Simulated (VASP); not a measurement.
A run of VASP 6.6.1 is set up as follows.

INCAR

```
SYSTEM = Sr
PREC     = Accurate       ! precision mode
ENCUT    = 520            ! plane-wave cutoff, eV
EDIFF    = 1E-6           ! SCF threshold, eV
ISMEAR   = 0              ! smearing method
SIGMA    = 0.15           ! smearing width, eV
LREAL    = .FALSE.        ! projectors in reciprocal space
LASPH    = .TRUE.         ! aspherical terms in the spheres
NELM     = 80             ! most SCF steps
ALGO     = Fast           ! electronic algorithm
ISIF     = 2              ! what is computed and relaxed
LWAVE    = .FALSE.        ! write WAVECAR
LCHARG   = .FALSE.        ! write CHGCAR
GGA      = PS             ! functional
NBANDS   = 17             ! bands
```

File KPOINTS:

```
regular mesh
0
G
  15 15 8
  0 0 0
```

File POSCAR:

```
Sr
1.0
    4.4393002273      0.0000000000      0.0000000000
   -2.2196501137      3.8445467718      0.0000000000
    0.0000000000      0.0000000000      7.2615000000
Sr
2
Direct
    0.3333333333      0.6666666667      0.2500000000
    0.6666666667      0.3333333333      0.7500000000
```

Potentials or basis: VASP PAW PBE potentials, release 64 (Sr_sv).

Command:

```console
$ cat potpaw_PBE.64/Sr_sv/POTCAR > POTCAR
$ mpirun -np 1 vasp_std > vasp.out
```

Problem. Predict the pressure.

Solution. -1.6 GPa.

Problem. What does it give for the band gap on the k mesh?

Solution. Zero (bands 10 and 11 overlap by 0.29 eV).

Caveat: the cell differs from its parent crystal (strain +0.030 along x and y, +0.030 along z); the PAW data sets were made with another functional, which shifts forces and pressure a little.
